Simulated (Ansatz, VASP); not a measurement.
## TiO in VASP and in Ansatz

File POSCAR:

```
TiO
1.0
    3.0309987015      0.0000000000      0.0000000000
   -1.5154993507      2.6249218743      0.0000000000
    0.0000000000      0.0000000000      3.2377000000
Ti O
1 1
Direct
    0.6666666667      0.3333333333      0.0000000000
    0.0000000000      0.0000000000      0.5000000000
```

The input INCAR.step1:

```
SYSTEM = TiO
PREC = Accurate
ENCUT = 520
ISMEAR = 0
SIGMA = 0.1
LREAL = .False.
LASPH = .True.
NELM = 60
NBANDS = 16
GGA = PE
ALGO = Normal
EDIFF = 1E-4
LWAVE = .True.
LCHARG = .False.
```

The input INCAR.step2:

```
SYSTEM = TiO
PREC = Accurate
ENCUT = 520
EDIFF = 1E-6
ISMEAR = 0
SIGMA = 0.1
LREAL = .False.
LASPH = .True.
NELM = 60
ALGO = Normal
ISIF = 2
LWAVE = .False.
LCHARG = .False.
METAGGA = R2SCAN
LMIXTAU = .True.
NBANDS = 16
ISTART = 1
```

KPOINTS

```
Automatic mesh
0
Gamma
  18 18 14
  0 0 0
```

Input for Ansatz:

```yaml
crystal:
  lattice:
    - [3.0309987015, 0.0, 0.0]
    - [-1.5154993507, 2.6249218743, 0.0]
    - [0.0, 0.0, 3.2377]
  atoms:
    - { symbol: Ti, position: [0.6666666667, 0.3333333333, 0.0] }
    - { symbol: O, position: [0.0, 0.0, 0.5] }
basis:
  ecutwfc: 500
kpoints:
  mp_grid: { grid: [18, 18, 14] }
hamiltonian:
  xc: r2scan
scf:
  occupations: { method: gaussian, width: 0.1 }
output:
  forces: true
  stress: true
  eigenvalues: true
  populations: true
```

Alike in both runs: task single point; functional r2SCAN; k mesh 18 × 18 × 14; occupations gaussian, width 0.1 eV; no spin polarisation.

|  | VASP | Ansatz |
| --- | --- | --- |
| version | VASP 6.6.1 | Ansatz 0.2.0 |
| potentials or method | VASP PAW PBE potentials, release 64 (Ti_sv, O), cutoff 520 eV | scalar-relativistic, plane waves, PAW |
| valence electrons in the cell | 18 | 18 |

```tsv
	VASP	Ansatz	Ansatz less VASP
gap on the k mesh at the Fermi level (eV)	0.17	0.17	+0.002
least direct gap on the mesh (eV)	0.17	0.17	+0.002
```

VASP's potentials were made for PBE, not for r2SCAN.
